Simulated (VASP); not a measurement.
A run of VASP 6.6.1:

Contents of POSCAR:

```
Al2Au
1.0
    0.0065700000      2.9964300000      2.9644100000
    2.9991400000      0.0136400000      2.9573500000
    3.0396200000      3.0298500000     -0.0268400000
Al Au
2 1
Direct
    0.3025585942      0.2546025453      0.1837868626
    0.7680600000      0.7266100000      0.7436800000
    0.9971400000      0.9727200000      0.0173000000
```

INCAR.step1

```
PREC = Accurate
ENCUT = 550
ISMEAR = -1
SIGMA = 0.02
LREAL = False
LASPH = True
NELM = 120
NBANDS = 16
GGA = PE
ALGO = Normal
EDIFF = 1E-5
LWAVE = True
LCHARG = False
GGA_COMPAT = False
```

INCAR.step2

```
PREC = Accurate
ENCUT = 550
EDIFF = 1E-6
ISMEAR = -1
SIGMA = 0.02
LREAL = False
LASPH = True
NELM = 120
ALGO = Normal
ISIF = 2
LWAVE = False
LCHARG = True
METAGGA = R2SCAN
LMIXTAU = True
IVDW = 12
VDW_S6 = 1.0
VDW_S8 = 0.78981345
VDW_A1 = 0.49484001
VDW_A2 = 5.73083694
LELF = True
LVHAR = True
NBANDS = 16
ISTART = 1
GGA_COMPAT = False
```

File KPOINTS:

```
regular mesh
0
Gamma
  5 5 5
```

Potentials or basis: VASP PAW PBE potentials, release 64 (Al, Au).

Run with:

```sh
$ cat potpaw_PBE.64/Al/POTCAR potpaw_PBE.64/Au/POTCAR > POTCAR
$ cp INCAR.step1 INCAR
$ mpirun -np 1 vasp_std > vasp.out
$ cp INCAR.step2 INCAR
$ mpirun -np 1 vasp_std > vasp.out
```

Hardware: 1 thread of Intel Xeon 8259CL, on a shared host.

**Question.** Estimate the wall time of this run.

**Answer.** Run time: 3.4 min on 1 thread of Intel Xeon 8259CL (shared host), peak memory 0.24 GiB. Counts: k points 63.
